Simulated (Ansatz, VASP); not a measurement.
This is a calculation of Sb for Ansatz 0.2.0.

Contents of input.yaml:

```yaml
crystal:
  lattice:
    - [3.16, 0.0, 0.0]
    - [0.0, 3.16, 0.0]
    - [0.0, 0.0, 3.16]
  atoms:
    - { symbol: Sb, position: [0.0, 0.0, 0.0] }
hamiltonian:
  xc: { exchange: pbe, correlation: pbe, exx: { coeff: 0.3, omega: 0.2 } }
  pseudopotentials: { kind: paw }
kpoints:
  mp_grid: { grid: [4, 4, 4] }
scf:
  occupations: { method: fermi_dirac, width: 0.05 }
output:
  forces: true
  stress: true
  eigenvalues: true
```

Potentials or basis: Ansatz PAW.

Run with:

```console
$ ansatz run input.yaml --threads 2 --pin off --max-ram 5632MiB --backend cpu --events-out ev --progress --plain --runs-dir out
```

Set up the same calculation for VASP 6.6.1. Potentials there: VASP PAW PBE potentials, release 64 (Sb).

As run (the cutoff follows the program's own potentials):

File POSCAR:

```
Sb
1.0
    3.1600000000      0.0000000000      0.0000000000
    0.0000000000      3.1600000000      0.0000000000
    0.0000000000      0.0000000000      3.1600000000
Sb
1
Direct
    0.0000000000      0.0000000000      0.0000000000
```

Contents of INCAR.step1:

```
SYSTEM = Sb
ALGO = Normal ; EDIFF = 1E-5
ENCUT = 520 ; GGA = PE
ISIF = 2 ; ISMEAR = -1
LASPH = .TRUE. ; LCHARG = .FALSE.
LREAL = .FALSE. ; LWAVE = .TRUE.
NBANDS = 8 ; NELM = 100
PREC = Accurate ; SIGMA = 0.05
```

File INCAR.step2:

```
SYSTEM = Sb
AEXX = 0.3 ; ALGO = Normal
EDIFF = 1E-6 ; ENCUT = 520
GGA = PE ; HFSCREEN = 0.2
ISIF = 2 ; ISMEAR = -1
ISTART = 1 ; LASPH = .TRUE.
LCHARG = .FALSE. ; LHFCALC = .TRUE.
LREAL = .FALSE. ; LWAVE = .FALSE.
NBANDS = 8 ; NELM = 100
PREC = Accurate ; PRECFOCK = Normal
SIGMA = 0.05
```

The input KPOINTS:

```
k-points
0
G
  4 4 4
  0 0 0
```

Potentials or basis: VASP PAW PBE potentials, release 64 (Sb).

The run is started by

```console
$ cat potpaw_PBE.64/Sb/POTCAR > POTCAR
$ cp INCAR.step1 INCAR
$ mpirun -np 1 vasp_std > vasp.out
$ cp INCAR.step2 INCAR
$ mpirun -np 1 vasp_std > vasp.out
```

Both were run:

|  | VASP | Ansatz | Ansatz less VASP |
| --- | --- | --- | --- |
| gap on the k mesh at the Fermi level (eV) | none | none | - |
| pressure (GPa) | -7.2 | -5.9 | +1.23 |

VASP's potentials were made for PBE, not for PBE-based screened hybrid. A gap of «none» marks a metal or a gap that the smearing closes. VASP's potentials hold 5 valence electrons a cell and Ansatz's 15, so a difference there can come from the potentials and not from the codes.

The k mesh is coarse, so the values compare programs but aren't converged. Neither program's run includes spin-orbit coupling.
